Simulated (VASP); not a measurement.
Runs of VASP 6.6.1 on Zr3H. The structure is that of space group Im-3m (No. 229), or close to it. The cells are those of the table. 

| task | cell | k mesh | cutoff (eV) | gap on the mesh (eV) | pressure (GPa) |
| --- | --- | --- | --- | --- | --- |
| single point | a = 4.344 Å, angles 109.5°, 4 atoms | 6 × 6 × 6 | 520 | none | (a) |
| single point | a = 4.661 Å, angles 109.5°, 4 atoms | 12 × 12 × 12 | 520 | none | 0.1 |
| single point | a = 4.667 Å, angles 109.5°, 4 atoms | 6 × 6 × 6 | 520 | none | 0.3 |
| relaxation of cell and atoms | relaxed from a = 4.344 Å, angles 109.5°, 4 atoms | 6 × 6 × 6 | 600 | none | 0.2 |

Alike in all rows: level PBE; potentials or basis VASP PAW PBE potentials, release 64 (Zr_sv, H); no spin polarisation; smearing gaussian 0.1 eV.

Problem. Estimate the missing entries.

Solution. (a) 23.0.

A k mesh can miss the band edges, and the runs leave out spin-orbit coupling on Zr.

A gap of «none» marks levels without a gap at the run's occupations.
